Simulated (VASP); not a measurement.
## AlNi: single point with PBE0

Crystal: AlNi.

```
CELL_PARAMETERS angstrom
2.90008 0.00000 0.00000
0.00000 2.90008 0.00000
0.00000 0.00000 2.90008
ATOMIC_POSITIONS crystal
Ni 0.50000 0.50000 0.50000
Al 0.00000 0.00000 0.00000
```

```json
{
  "Program": "VASP 6.6.1",
  "Task": "single point",
  "Functional": "PBE0",
  "Potentials or basis": "VASP PAW PBE potentials, release 64 (Ni, Al)",
  "Cutoff": "520 eV",
  "k mesh": "6 × 6 × 6",
  "Occupations": "fermi-dirac, width 0.05 eV",
  "Spin": "collinear spin, ferromagnetic start",
  "Starting moments": "[1.0, 0.0] μB"
}
```

The pressure is -5.8 GPa and the net moment is 0.10 μB per cell. The site moments are Ni +0.09; Al +0.01 μB and the valence electrons inside the program's atomic spheres are Ni 9.52; Al 0.86.

Levels at points of the mesh, in eV from the Fermi level:
Spin up:
| k point | band 3 | band 4 | band 5 | band 6 | band 7 | band 8 | band 9 | band 10 | band 11 | band 12 |
| --- | --- | --- | --- | --- | --- | --- | --- | --- | --- | --- |
| (0.00, 0.00, 0.00) | -4.90 | -3.00 | -3.00 | -3.00 | 6.38 | 6.38 | 6.38 | 9.16 | 9.16 | 15.06 |
| (0.50, 0.00, 0.00) | -4.43 | -3.77 | -3.77 | -2.92 | -1.93 | 9.28 | 11.27 | 11.27 | 12.02 | 12.02 |
| (0.50, 0.50, 0.00) | -3.76 | -3.76 | -3.58 | -3.58 | -2.52 | 2.08 | 2.92 | 13.34 | 16.53 | 16.53 |
| (0.50, 0.50, 0.50) | -5.70 | -2.46 | -2.46 | 2.62 | 2.62 | 2.62 | 4.32 | 5.12 | 5.12 | 5.12 |
Spin down:
```csv
k point,band 4,band 5,band 6,band 7,band 8,band 9
"(0.00, 0.00, 0.00)",-2.93,-2.93,-2.93,6.42,6.42,6.42
"(0.50, 0.00, 0.00)",-3.70,-3.70,-2.85,-1.44,9.30,11.30
"(0.50, 0.50, 0.00)",-3.74,-3.51,-3.51,-2.11,2.26,2.99
"(0.50, 0.50, 0.50)",-2.07,-2.07,2.62,2.62,2.62,4.35
```

Wall time 57 min on 1 thread of Intel(R) Xeon(R) Platinum 8259CL CPU @ 2.50GHz (Skylake/Cascade Lake), on a shared host, peak memory 0.17 GiB.

Caveat: the k points lie up to 0.36 Å⁻¹ apart; the PAW data sets were made with another functional, which shifts forces and pressure a little.
